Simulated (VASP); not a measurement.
# Pd (P6_3/mmc) in VASP: a series of runs

The runs below take Pd through single point, with LDA.

Program: VASP 6.6.1. These are calculated values, not measurements. Logs are shortened: lines on timing, memory, paths and dates and some standing lists are left out, and cuts for length are marked.

## (1) The cell of the first run

The structure is hexagonal, space group P6_3/mmc (No. 194). The conventional cell has a = 2.628 Å, b = 2.628 Å, c = 4.415 Å, α = 90.00°, β = 90.00°, γ = 120.00°. Within 3.5 Å of Pd (site symmetry -6m2) lie 12 Pd at 2.63 to 2.68 Å.

## (2) Single point, LDA

Input file INCAR:

```
PREC = Accurate
ENCUT = 500
EDIFF = 1E-6
ISMEAR = -1
SIGMA = 0.05
LREAL = False
LASPH = True
NELM = 120
ALGO = Normal
ISIF = 2
LWAVE = False
LCHARG = False
NBANDS = 17
GGA_COMPAT = False
```

Input file KPOINTS:

```
regular mesh
0
Gamma
  9 9 5
```

Input file POSCAR:

```
Pd
1.0
    2.6281125737      0.0000000000      0.0000000000
   -1.3140562869      2.2760122529      0.0000000000
    0.0000000000      0.0000000000      4.4150197510
Pd
2
Direct
    0.3333333333      0.6666666667      0.2500000000
    0.6666666667      0.3333333333      0.7500000000
```

Potentials or basis: VASP PAW LDA potentials, release 64 (Pd).

The run is started by

```console
$ cat potpaw_LDA.64/Pd/POTCAR > POTCAR
$ mpirun -np 1 vasp_std > vasp.out
```

OUTCAR:

```text
PREC = Accurate
   ENCUT = 500
   EDIFF = 1E-6
   ISMEAR = -1
   LREAL = False
   LASPH = True
   NELM = 120
   ISIF = 2

 ion  position               nearest neighbor table
   1  0.333  0.667  0.250-   2 2.68   2 2.68   2 2.68   2 2.68   2 2.68   2 2.68
   2  0.667  0.333  0.750-   1 2.68   1 2.68   1 2.68   1 2.68   1 2.68   1 2.68

  LATTYP: Found a hexagonal cell.
 ALAT       =     2.6281125737
 C/A-ratio  =     1.6799203334

  Lattice vectors:

 A1 = (   2.6281125737,   0.0000000000,   0.0000000000)
 A2 = (  -1.3140562869,   2.2760122529,   0.0000000000)
 A3 = (   0.0000000000,   0.0000000000,   4.4150197510)

Analysis of symmetry for initial positions (statically):
=====================================================================
 Subroutine PRICEL returns:
 Original cell was already a primitive cell.

 Routine SETGRP: Setting up the symmetry group for a
 hexagonal supercell.

 Subroutine GETGRP returns: Found 24 space group operations
 (whereof 12 operations were pure point group operations)
 out of a pool of 24 trial point group operations.

The static configuration has the point symmetry D_3d.
 The point group associated with its full space group is D_6h.

Analysis of symmetry for dynamics (positions and initial velocities):
=====================================================================
 Subroutine PRICEL returns:
 Original cell was already a primitive cell.

 Routine SETGRP: Setting up the symmetry group for a
 hexagonal supercell.

 Subroutine GETGRP returns: Found 24 space group operations
 (whereof 12 operations were pure point group operations)
 out of a pool of 24 trial point group operations.

The dynamic configuration has the point symmetry D_3d.
 The point group associated with its full space group is D_6h.

 Subroutine INISYM returns: Found 24 space group operations
 (whereof 12 operations are pure point group operations),
 and found     1 'primitive' translations

----------------------------------------------------------------------------------------

                                     Primitive cell

  volume of cell :      26.4090

  direct lattice vectors                    reciprocal lattice vectors
     2.628112574  0.000000000  0.000000000     0.380501205  0.219682473  0.000000000
    -1.314056287  2.276012253  0.000000000     0.000000000  0.439364946  0.000000000
     0.000000000  0.000000000  4.415019751     0.000000000  0.000000000  0.226499553

  length of vectors
     2.628112574  2.628112574  4.415019751     0.439364946  0.439364946  0.226499553

  position of ions in fractional coordinates (direct lattice)
     0.333333333  0.666666667  0.250000000
     0.666666667  0.333333333  0.750000000

  ion indices of the primitive-cell ions
   primitive index   ion index
                 1           1
                 2           2

----------------------------------------------------------------------------------------

 KPOINTS: regular mesh

Automatic generation of k-mesh.
 Grid dimensions read from file:
 generate k-points for:    9    9    5

 Generating k-lattice:

  Cartesian coordinates                     Fractional coordinates (reciprocal lattice)
     0.042277912  0.024409164  0.000000000     0.111111111  0.000000000  0.000000000
     0.000000000  0.048818327  0.000000000     0.000000000  0.111111111  0.000000000
     0.000000000  0.000000000  0.045299911     0.000000000  0.000000000  0.200000000

  Length of vectors
     0.048818327  0.048818327  0.045299911

  Shift w.r.t. Gamma in fractional coordinates (k-lattice)
     0.000000000  0.000000000  0.000000000

 Subroutine IBZKPT returns following result:
 ===========================================

 Found     36 irreducible k-points:

 Following reciprocal coordinates:
            Coordinates               Weight
  0.000000  0.000000  0.000000      1.000000
  0.111111 -0.000000  0.000000      6.000000
  0.222222  0.000000  0.000000      6.000000
  0.333333  0.000000  0.000000      6.000000
  0.444444  0.000000  0.000000      6.000000
  0.111111  0.111111  0.000000      6.000000
[... 16 lines left out ...]
  0.333333  0.222222  0.200000     24.000000
  0.333333  0.333333  0.200000      4.000000
 [... further k-points ...]
   k-points           NKPTS =     36   k-points in BZ     NKDIM =     36   number of bands    NBANDS=     17
   number of dos      NEDOS =    301   number of ions     NIONS =      2
   total plane-waves  NPLWV =  12800
   dimension x,y,z NGX =    20 NGY =   20 NGZ =   32
   dimension x,y,z NGXF=    40 NGYF=   40 NGZF=   64
   ions per type =               2
   NGX,Y,Z   is equivalent  to a cutoff of  12.65, 12.65, 12.05 a.u.
   NGXF,Y,Z  is equivalent  to a cutoff of  25.30, 25.30, 24.10 a.u.
 SYSTEM =  unknown system
   PREC   = accura    normal or accurate (medium, high low for compatibility)
   ISTART =      0    job   : 0-new  1-cont  2-samecut
   ICHARG =      2    charge: 1-file 2-atom 10-const
   ISPIN  =      1    spin polarized calculation?
   LNONCOLLINEAR =      F non collinear calculations
   LSORBIT =      F    spin-orbit coupling
   LASPH  =      T    aspherical Exc in radial PAW
   ENCUT  =  500.0 eV  36.75 Ry    6.06 a.u.   4.79  4.79  8.05*2*pi/ulx,y,z
   NELM   =    120;   NELMIN=  2; NELMDL= -5     # of ELM steps
   EDIFF  = 0.1E-05   stopping-criterion for ELM
   LREAL  =      F    real-space projection
   EDIFFG = 0.1E-04   stopping-criterion for IOM
   NSW    =      0    number of steps for IOM
   IBRION =     -1    ionic relax: 0-MD 1-quasi-New 2-CG
   NFREE  =      0    steps in history (QN), initial steepest desc. (CG)
   ISIF   =      2    stress and relaxation
   ISYM   =      2    0-nonsym 1-usesym 2-fastsym
   POTIM  = 0.5000    time-step for ionic-motion
   TEBEG  =    0.0;   TEEND  =   0.0 temperature during run
   PSTRESS=    0.0 pullay stress
   NELECT =      20.0000    total number of electrons
   NUPDOWN=      -1.0000    fix difference up-down
   EMIN   =  10.00;   EMAX   =-10.00  energy-range for DOS
   EFERMI =   0.00;   METHOD = LEGACY
   ISMEAR =    -1;   SIGMA  =   0.05  broadening in eV -4-tet -1-fermi 0-gaus
   EFERMI_NEDOS =   21; number of points for ismear=-14 and -15
   IALGO  =     38    algorithm
   IMIX   =      4    mixing-type and parameters
     AMIX     =   0.40;   BMIX     =  1.00
     AMIX_MAG =   1.60;   BMIX_MAG =  1.00
  volume/ion in A,a.u.               =      13.20        89.11
  Fermi-wavevector in a.u.,A,eV,Ry     =   1.492225  2.819897 30.296591  2.226737
  Thomas-Fermi vector in A             =   2.604780
   LORBIT       =      0    0 simple, 1 ext, 2 COOP (PROOUT), +10 PAW based schemes
   GGA     = CA    functional components
   LHFCALC =     F    Hartree Fock is set to
   AEXX    =    0.0000 exact exchange contribution
   IVDW    =     0    specifies the selected vdW correction
   LEPSILON=     F    determine dielectric tensor
   LRPA    =     F    only Hartree local field effects (RPA)
 non-spin polarized calculation
  energy-cutoff  :      500.00
  volume of cell :       26.41
 maximum number of plane-waves:       682
 NGX is ok and might be reduce to    20
   NGX =  9   NGY =  9   NGZ = 17

 number of electron      20.0000009 magnetization

 Free energy of the ion-electron system (eV)
  ---------------------------------------------------
  ext. energy  EPLUGINS =         0.00000000
  ---------------------------------------------------
  free energy    TOTEN  =       -12.80682160 eV

  energy without entropy =      -12.76298930  energy(sigma->0) =      -12.78490545

 E-fermi :  11.6102     XC(G=0): -14.2039

 val. band max:       11.6076525627   @ k =   0.4444   0.0000   0.2000
 cond. band min:      11.6236298341   @ k =   0.2222   0.2222   0.2000
 fundamental gap:      0.0159772714
 Fermi energy:        11.6101806568

 k-point     1 :       0.0000    0.0000    0.0000
  band No.  band energies     occupation
      1       3.4825      2.00000
      2       5.3014      2.00000
      3       7.9780      2.00000
      4       8.2841      2.00000
      5       8.2841      2.00000
      6       8.7037      2.00000
[... 9 lines left out ...]
     16      31.4401      0.00000
     17      35.4559      0.00000

 k-point     2 :       0.1111   -0.0000    0.0000
  band No.  band energies     occupation
      1       3.9249      2.00000
      2       5.6249      2.00000
      3       7.7520      2.00000
      4       8.4180      2.00000
      5       8.6033      2.00000
      6       8.6093      2.00000
[... 9 lines left out ...]
     16      31.4451      0.00000
     17      33.2631      0.00000

 k-point     3 :       0.2222    0.0000    0.0000
  band No.  band energies     occupation
      1       5.0191      2.00000
      2       6.1096      2.00000
      3       7.5535      2.00000
      4       7.7246      2.00000
      5       8.1813      2.00000
      6       9.0194      2.00000
[... 9 lines left out ...]
     16      30.5142      0.00000
     17      31.7391      0.00000

 k-point     4 :       0.3333    0.0000    0.0000
  band No.  band energies     occupation
      1       5.6665      2.00000
      2       5.9643      2.00000
      3       6.6006      2.00000
      4       8.2492      2.00000
      5       8.5130      2.00000
      6       8.6164      2.00000
[... 9 lines left out ...]
     16      28.2194      0.00000
     17      30.1954      0.00000

 k-point     5 :       0.4444    0.0000    0.0000
  band No.  band energies     occupation
      1       5.3950      2.00000
      2       5.9278      2.00000
      3       6.0145      2.00000
      4       8.3821      2.00000
      5       8.5530      2.00000
      6       8.8827      2.00000
[... 9 lines left out ...]
     16      26.4422      0.00000
     17      26.5314      0.00000

 k-point     6 :       0.1111    0.1111    0.0000
  band No.  band energies     occupation
      1       4.7245      2.00000
      2       6.1292      2.00000
      3       7.3676      2.00000
      4       8.1902      2.00000
      5       8.3189      2.00000
      6       8.7741      2.00000
[... 9 lines left out ...]
     16      31.5201      0.00000
     17      31.6747      0.00000

 k-point     7 :       0.2222    0.1111    0.0000
  band No.  band energies     occupation
      1       5.8487      2.00000
      2       6.3173      2.00000
      3       7.0382      2.00000
      4       7.3705      2.00000
      5       8.2917      2.00000
      6       8.4039      2.00000
[... 9 lines left out ...]
     16      29.3376      0.00000
     17      31.6621      0.00000

 k-point     8 :       0.3333    0.1111    0.0000
  band No.  band energies     occupation
      1       5.8395      2.00000
      2       6.2362      2.00000
      3       6.2612      2.00000
      4       8.2096      2.00000
      5       8.3770      2.00000
      6       8.7576      2.00000
[... 9 lines left out ...]
     16      27.4811      0.00000
     17      28.3990      0.00000
[... 203 lines left out ...]
      1       5.8615      2.00000
      2       6.4824      2.00000
      3       6.9149      2.00000
      4       7.4862      2.00000
      5       7.9974      2.00000
      6       8.7759      2.00000
[... 9 lines left out ...]
     16      28.7670      0.00000
     17      30.6433      0.00000

 k-point    20 :       0.3333    0.1111    0.2000
  band No.  band energies     occupation
      1       5.7211      2.00000
      2       6.0094      2.00000
      3       6.9102      2.00000
      4       7.3009      2.00000
      5       8.3440      2.00000
      6       9.0651      2.00000
[... 9 lines left out ...]
     16      26.5922      0.00000
     17      29.0510      0.00000

 k-point    21 :       0.4444    0.1111    0.2000
  band No.  band energies     occupation
      1       5.5631      2.00000
      2       5.7831      2.00000
      3       6.8364      2.00000
      4       7.3437      2.00000
      5       8.1843      2.00000
      6       9.3679      2.00000
[... 9 lines left out ...]
     16      27.0826      0.00000
     17      27.3949      0.00000

 k-point    22 :       0.2222    0.2222    0.2000
  band No.  band energies     occupation
      1       6.3059      2.00000
      2       6.5616      2.00000
      3       6.8690      2.00000
      4       7.1964      2.00000
      5       8.4317      2.00000
      6       8.4358      2.00000
[... 9 lines left out ...]
     16      27.6365      0.00000
     17      28.2013      0.00000

 k-point    23 :       0.3333    0.2222    0.2000
  band No.  band energies     occupation
      1       6.0565      2.00000
      2       6.5919      2.00000
      3       7.0248      2.00000
      4       7.3194      2.00000
      5       7.9869      2.00000
      6       8.7887      2.00000
[... 9 lines left out ...]
     16      26.7640      0.00000
     17      27.2365      0.00000

 k-point    24 :       0.3333    0.3333    0.2000
  band No.  band energies     occupation
      1       6.3427      2.00000
      2       6.9273      2.00000
      3       6.9273      2.00000
      4       7.4939      2.00000
      5       8.1400      2.00000
      6       8.1400      2.00000
[... 9 lines left out ...]
     16      23.9425      0.00000
     17      28.9410      0.00000

 [... further k-points ...]

------------------------ aborting loop because EDIFF is reached ----------------------------------------

  FORCE on cell =-STRESS in cart. coord.  units (eV):
  Direction    XX          YY          ZZ          XY          YZ          ZX
  --------------------------------------------------------------------------------------
  -------------------------------------------------------------------------------------
  Total        3.3773181      3.3773181      3.3403281     -0.0000000     -0.0000000     -0.0000000
  in kB      204.8949908    204.8949908    202.6508816     -0.0000000     -0.0000000     -0.0000000
  external PRESSURE =     204.1469544 kB  Pullay stress =       0.0000000 kB

 VOLUME and BASIS-vectors are now :
 -----------------------------------------------------------------------------
  energy-cutoff  :      500.00
  volume of cell :       26.41
      direct lattice vectors                 reciprocal lattice vectors
     2.628112574  0.000000000  0.000000000     0.380501205  0.219682473  0.000000000
    -1.314056287  2.276012253  0.000000000     0.000000000  0.439364946  0.000000000
     0.000000000  0.000000000  4.415019751     0.000000000  0.000000000  0.226499553

 POSITION                                       TOTAL-FORCE (eV/Angst)
 -----------------------------------------------------------------------------------
     -0.00000      1.51734      1.10375         0.000000     -0.000000      0.000000
      1.31406      0.75867      3.31126        -0.000000      0.000000      0.000000
 -----------------------------------------------------------------------------------
    total drift:                               -0.000000      0.000000     -0.000000

  FREE ENERGIE OF THE ION-ELECTRON SYSTEM (eV)
  ---------------------------------------------------
  free  energy   TOTEN  =       -12.8068216001 eV

  energy  without entropy=      -12.7629892990  energy(sigma->0) =      -12.78490545
```

It took 12 s on 1 thread of AMD EPYC 9R45 (Zen 5), shared host; peak memory 0.1 GiB.

What came out:

```yaml
Free_energy: -12.8068 eV
Pressure: 20.4 GPa
Band_gap_on_the_k_mesh: zero (band 10 reaches 11.82 eV, above the bottom of band 11 at 10.98 eV)
```

Levels at points of the mesh, in eV from the Fermi level:
```
           k point  band 8  band 9  band 10  band 11  band 12  band 13
(0.00, 0.00, 0.00)   -1.96   -1.96    -0.27    -0.27     0.44     7.74
```

## (3) Single point, LDA

This run uses another cell than the first one, of 13.91 Å³/atom, 1.054 times its volume.

Input file INCAR:

```
ALGO     = Normal         # electronic algorithm
EDIFF    = 1E-6           # SCF threshold, eV
ENCUT    = 500            # plane-wave cutoff, eV
GGA_COMPAT= F            
ISIF     = 2              # what is computed and relaxed
ISMEAR   = -1             # smearing method
LASPH    = T              # aspherical terms in the spheres
LCHARG   = T              # write CHGCAR
LELF     = T              # ELF
LREAL    = F              # projectors in reciprocal space
LVHAR    = T            
LWAVE    = F              # write WAVECAR
NBANDS   = 17             # bands
NELM     = 120            # most SCF steps
PREC     = Accurate       # precision mode
SIGMA    = 0.05           # smearing width, eV
```

Input file KPOINTS:

```
k-points
0
Gamma
  9 9 5
```

Input file POSCAR:

```
Pd
1.0
    2.6734069110      0.0000000000      0.0000000000
   -1.3367034555      2.3152382995      0.0000000000
    0.0000000000      0.0000000000      4.4959093773
Pd
2
Direct
    0.3333333333      0.6666666667      0.2500000000
    0.6666666667      0.3333333333      0.7500000000
```

Potentials or basis: VASP PAW LDA potentials, release 64 (Pd).

The run is started by

```console
$ cat potpaw_LDA.64/Pd/POTCAR > POTCAR
$ mpirun -np 1 vasp_std > vasp.out
```

Run time: 16 s. Hardware: 1 thread of AMD EPYC 9R45 (Zen 5), shared host; peak memory 0.1 GiB.

Results (log left out):

```
Free energy            : -12.9180 eV
Pressure               : 5.4 GPa
Band gap on the k mesh : zero (band 10 reaches 10.81 eV, above the bottom of band 11 at 10.04 eV)
```

Stress tensor (GPa, compression positive):
```
5.43 0.00 0.00
0.00 5.43 0.00
0.00 0.00 5.19
```

Levels at points of the mesh, in eV from the Fermi level:
| k point | band 8 | band 9 | band 10 | band 11 | band 12 | band 13 |
| --- | --- | --- | --- | --- | --- | --- |
| (0.00, 0.00, 0.00) | -1.80 | -1.80 | -0.25 | -0.25 | 0.56 | 7.27 |

(Continued in part 2 of 2.)
